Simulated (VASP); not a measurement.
# Ti8HO16 (a cell with a defect) in VASP: notebook, part 2 of 2

VASP 6.6.1. The steps go on from the part before.

**3. Single point, PBE**

Input file INCAR:

```
SYSTEM = Ti8HO16
PREC = Accurate
ENCUT = 520
EDIFF = 1E-6
ISMEAR = 0
SIGMA = 0.02
LREAL = Auto
LASPH = .TRUE.
NELM = 60
ALGO = Normal
ISIF = 2
LWAVE = .FALSE.
LCHARG = .TRUE.
GGA = PE
LELF = .TRUE.
LVHAR = .TRUE.
NBANDS = 114
NELECT = 192.0
```

Input file KPOINTS:

```
Automatic mesh
0
G
  3 3 3
  0 0 0
```

Input file POSCAR:

```
Ti8HO16
1.0
    4.6432750182     -4.6432750182      0.0000000000
    4.6432750182      4.6432750182      0.0000000000
   -4.6432750182      0.0000000000      5.9277640358
Ti O H
8 16 1
Direct
    1.0116305660     -0.0076566788     -0.0010882687
    0.2634451112      0.2293088605      0.4949188231
    0.4766250216      0.5371312373      0.0124048460
    0.7482224279      0.7682679776      0.5062775748
    0.0966912090      0.6110206404      0.2408243633
    0.3673979450      0.8505388297      0.7338930790
    0.6471076615      0.1486293265      0.2515734417
    0.8851780431      0.3720497036      0.7477688000
    0.0048395455      0.3013117541      0.0010847260
    0.2560692019      0.5473237571      0.5001580667
    0.5020086371      0.8128258931      0.0024224986
    0.7546188957      0.0556025791      0.4960415061
    0.8171591858      0.6255569230      0.2508175074
    0.0753199165      0.8736553555      0.7515633168
    0.3259078531      0.1237214660      0.2496155365
    0.5782619130      0.3464395471      0.7650122327
    0.0006895024      0.6913780762      0.0007247252
    0.2493914817      0.9394761714      0.4994402581
    0.5228028281      0.1967224228     -0.0149068012
    0.7502904673      0.4457577841      0.5035348880
    0.4313720949      0.6282708348      0.2568044191
    0.6852532973      0.8729809242      0.7510169050
    0.9375811938      0.1245662452      0.2540094361
    0.1812099824      0.3780247298      0.7498167898
    0.5854603399      0.2373696079     -0.1287288083
```

Potentials or basis: VASP PAW PBE potentials, release 64 (Ti_sv, O, H).

Started as:

```console
cat potpaw_PBE.64/Ti_sv/POTCAR potpaw_PBE.64/O/POTCAR potpaw_PBE.64/H/POTCAR > POTCAR
mpirun -np 1 vasp_std > vasp.out
```

OUTCAR:

```text
SYSTEM = Ti8HO16
   PREC = Accurate
   ENCUT = 520
   EDIFF = 1E-6
   ISMEAR = 0
   LREAL = Auto
   LASPH = .TRUE.
   NELM = 60
   ISIF = 2
   GGA = PE
   NELECT = 192.0

 ion  position               nearest neighbor table
   1  0.012  0.992  0.999-  14 1.91  15 1.94  22 1.98  17 1.98  23 2.01   9 2.02
   2  0.263  0.229  0.495-  15 1.90  18 1.92  23 1.97  16 1.99  24 2.05  10 2.07
   3  0.477  0.537  0.012-  21 1.83  11 1.85  24 1.90  13 2.04  16 2.13  19 2.19
   4  0.748  0.768  0.506-  22 1.90  12 1.92  21 1.95  14 1.98  13 1.99  20 2.11
   5  0.097  0.611  0.241-  13 1.87   9 1.90  17 1.94  10 2.00  18 2.02  21 2.15
[... 1809 lines left out ...]
  Total       -7.6495202     -5.5888237     -4.7474442      0.4314665      1.8375918      2.2879181
  in kB      -47.9485041    -35.0317047    -29.7577941      2.7045062     11.5183401     14.3410629
  external PRESSURE =     -37.5793343 kB  Pullay stress =       0.0000000 kB

 VOLUME and BASIS-vectors are now :
 -----------------------------------------------------------------------------
  energy-cutoff  :      520.00
  volume of cell :      255.61
      direct lattice vectors                 reciprocal lattice vectors
     4.643275018 -4.643275018  0.000000000     0.107682616 -0.107682616  0.084348837
     4.643275018  4.643275018  0.000000000     0.107682616  0.107682616  0.084348837
    -4.643275018  0.000000000  5.927764036     0.000000000  0.000000000  0.168697673

 POSITION                                       TOTAL-FORCE (eV/Angst)
 -----------------------------------------------------------------------------------
      0.02350      4.55372      5.92131        -0.012734      0.015089     -0.000289
     -0.01005     -0.15850      2.93376         0.028328      0.024943      0.028507
      4.64955      0.28095      0.07353         0.001715     -0.058081     -0.025575
      4.69070      0.09308      3.00109        -0.015797     -0.034431     -0.016854
      2.16789      2.38817      1.42755         0.039630     -0.020379      0.016996
      2.24755      2.24336      4.35034         0.025849      0.027658      0.028806
[... 17 lines left out ...]
     -0.88492      0.91386      4.44474        -0.008625      0.004240     -0.020950
     -0.22493     -1.61628      5.16469         0.011561     -0.010573     -0.004243
 -----------------------------------------------------------------------------------
    total drift:                               -0.011147      0.025433     -0.014759

  FREE ENERGIE OF THE ION-ELECTRON SYSTEM (eV)
  ---------------------------------------------------
  free  energy   TOTEN  =      -223.8842031013 eV

  energy  without entropy=     -223.8842031013  energy(sigma->0) =     -223.88420310
```

OSZICAR:

```text
N       E                     dE             d eps       ncg     rms          rms(c)
DAV:   1     0.322048067318E+04    0.32205E+04   -0.93212E+04  3192   0.201E+03
DAV:   2     0.465970987484E+03   -0.27545E+04   -0.26397E+04  3192   0.635E+02
DAV:   3    -0.228773988775E+03   -0.69474E+03   -0.66707E+03  3992   0.269E+02
DAV:   4    -0.288397601448E+03   -0.59624E+02   -0.59399E+02  4400   0.878E+01
DAV:   5    -0.292737551966E+03   -0.43400E+01   -0.43383E+01  5056   0.194E+01    0.618E+01
DAV:   6    -0.225741132272E+03    0.66996E+02   -0.45194E+02  4452   0.103E+02    0.244E+01
DAV:   7    -0.224465825575E+03    0.12753E+01   -0.70155E+01  4512   0.329E+01    0.146E+01
DAV:   8    -0.224548968133E+03   -0.83143E-01   -0.16640E+01  4542   0.193E+01    0.815E+00
DAV:   9    -0.223890826253E+03    0.65814E+00   -0.78169E+00  4464   0.126E+01    0.276E+00
DAV:  10    -0.223874920966E+03    0.15905E-01   -0.45003E-01  4608   0.413E+00    0.969E-01
DAV:  11    -0.223884890012E+03   -0.99690E-02   -0.13245E-01  4728   0.171E+00    0.448E-01
DAV:  12    -0.223884186531E+03    0.70348E-03   -0.23674E-02  4720   0.703E-01    0.130E-01
DAV:  13    -0.223884484153E+03   -0.29762E-03   -0.19390E-03  4608   0.219E-01    0.134E-01
DAV:  14    -0.223884232475E+03    0.25168E-03   -0.14044E-03  4878   0.140E-01    0.400E-02
DAV:  15    -0.223884209596E+03    0.22880E-04   -0.11233E-04  4448   0.616E-02    0.253E-02
DAV:  16    -0.223884203795E+03    0.58008E-05   -0.51220E-05  4598   0.347E-02    0.126E-02
DAV:  17    -0.223884202426E+03    0.13688E-05   -0.16415E-05  4128   0.175E-02    0.568E-03
DAV:  18    -0.223884203101E+03   -0.67536E-06   -0.63430E-06  3262   0.104E-02
   1 F= -.22388420E+03 E0= -.22388420E+03  d E =-.532688E-63
```

Run time: 31 min. Hardware: 1 thread of AMD EPYC 7R13, shared host; peak memory 0.49 GiB.

Results:

| Item | Value |
| --- | --- |
| Free energy | -223.8842 eV |
| Largest force | 0.079 eV/Å |

Forces on the atoms (eV/Å):
```
Ti  -0.013  0.015  0.000
Ti   0.028  0.025  0.029
Ti   0.002 -0.058 -0.026
Ti  -0.016 -0.034 -0.017
Ti   0.040 -0.020  0.017
Ti   0.026  0.028  0.029
Ti  -0.031  0.017 -0.041
Ti  -0.020  0.014  0.002
O   -0.025 -0.028 -0.017
O   -0.040 -0.049 -0.025
O    0.018  0.016  0.017
O    0.000  0.002 -0.010
O   -0.021  0.017 -0.006
O    0.031 -0.032 -0.011
O    0.046 -0.046 -0.008
O    0.008 -0.013  0.014
O    0.021  0.020  0.005
O   -0.002 -0.003 -0.002
O    0.004  0.005  0.001
O    0.040  0.048  0.020
O   -0.058  0.043  0.033
O   -0.032  0.036  0.022
O   -0.008  0.003 -0.001
O   -0.009  0.004 -0.021
H    0.012 -0.011 -0.004
```

Caveat: the cell carries a net charge on a neutralising background, which shifts energy and pressure; the cell is charged against a uniform background, so pressure and absolute levels hang on convention.

**4. Single point, PBE**

Input file INCAR:

```
SYSTEM = Ti8HO16
ALGO     = Normal         ! electronic algorithm
EDIFF    = 1E-7           ! SCF threshold, eV
ENCUT    = 520            ! plane-wave cutoff, eV
GGA      = PE             ! functional
ISIF     = 2              ! what is computed and relaxed
ISMEAR   = 0              ! smearing method
LASPH    = .True.         ! aspherical terms in the spheres
LCHARG   = .False.        ! write CHGCAR
LREAL    = Auto         
LWAVE    = .False.        ! write WAVECAR
NBANDS   = 114            ! bands
NELECT   = 192.0        
NELM     = 80             ! most SCF steps
PREC     = Accurate       ! precision mode
SIGMA    = 0.02           ! smearing width, eV
```

Input file KPOINTS:

```
k-points
0
Gamma
  3 3 3
  0 0 0
```

Input file POSCAR:

```
Ti8HO16
1.0
   -4.6432750091     -4.6432750091      0.0000000000
   -4.6432750091      4.6432750091      0.0000000000
    4.6432750091      0.0000000000     -5.9277640437
Ti O H
8 16 1
Direct
    0.2790703817      0.2471672530      0.5077022260
    1.0122777055     -0.0107052086      0.0182325071
    0.7187996015      0.7536637867      0.4878854790
    0.4938185999      0.4987756615     -0.0017478766
    0.1025671230      0.6044536137      0.2461432320
    0.8988036004      0.4010824886      0.7413604805
    0.6307174396      0.1276061667      0.2431783704
    0.3586969943      0.8669020856      0.7462122256
    0.4401754793      0.7481826504      0.4989193190
    0.1939249038      0.5041533519      0.0006941909
    0.9438964903      0.2476650602      0.4951354302
    0.6922990379     -0.0011173532     -0.0005462431
    0.1233200295      0.9261014699      0.2528899580
    0.8743973533      0.6874719615      0.7474374768
    0.6204140499      0.4349070536      0.2531215799
    0.3751008077      0.1779811027      0.7508492186
    0.0495329965      0.7514031192      0.5009808046
    0.8000088830      0.4853732008     -0.0051619801
    0.5582569751      0.2522182423      0.5004625653
    0.3002354922     -0.0015726060     -0.0014222901
    0.1249245828      0.3155176444      0.2502906642
    0.8545212093      0.0909304263      0.7648325687
    0.6226852259      0.8201966803      0.2477222422
    0.3728596512      0.5671264130      0.7490279585
    0.7664365449      0.1834855039      0.8401704189
```

Started as:

```console
cat potpaw_PBE.64/Ti_sv/POTCAR potpaw_PBE.64/O/POTCAR potpaw_PBE.64/H/POTCAR > POTCAR
mpirun -np 1 vasp_std > vasp.out
```

It took 28 min on 1 thread of AMD EPYC 7R13, shared host; peak memory 0.49 GiB.

It converged, with:

* Free energy: -224.2334 eV
* Largest force: 0.629 eV/Å

Forces in eV/Å, atoms in the order of the input:
```
Ti  -0.009  0.050  0.048
Ti  -0.033 -0.026  0.047
Ti   0.104 -0.137  0.024
Ti  -0.098 -0.035  0.015
Ti  -0.008  0.027  0.081
Ti   0.086  0.051 -0.075
Ti   0.062 -0.072  0.002
Ti  -0.019  0.020  0.044
O    0.022  0.050 -0.071
O   -0.030 -0.021 -0.077
O   -0.055 -0.060  0.001
O   -0.055 -0.009  0.012
O    0.018 -0.056 -0.113
O   -0.039  0.023 -0.011
O    0.015 -0.018 -0.004
O   -0.018 -0.048 -0.058
O    0.011  0.065 -0.048
O   -0.177  0.261 -0.110
O   -0.028  0.012 -0.040
O   -0.019  0.014 -0.024
O   -0.007  0.024 -0.034
O   -0.083 -0.039  0.022
O   -0.036  0.091 -0.009
O   -0.033  0.066 -0.020
H    0.428 -0.233  0.398
```

Levels at points of the mesh, in eV from the Fermi level:
| k point | band 93 | band 94 | band 95 | band 96 | band 97 | band 98 | band 99 | band 100 |
| --- | --- | --- | --- | --- | --- | --- | --- | --- |
| (0.00, 0.00, 0.00) | -0.81 | -0.72 | -0.60 | -0.10 | 1.89 | 2.20 | 2.39 | 2.51 |

Caveat: the cell carries a net charge on a neutralising background, which shifts energy and pressure; the cell is charged against a uniform background, so pressure and absolute levels hang on convention.
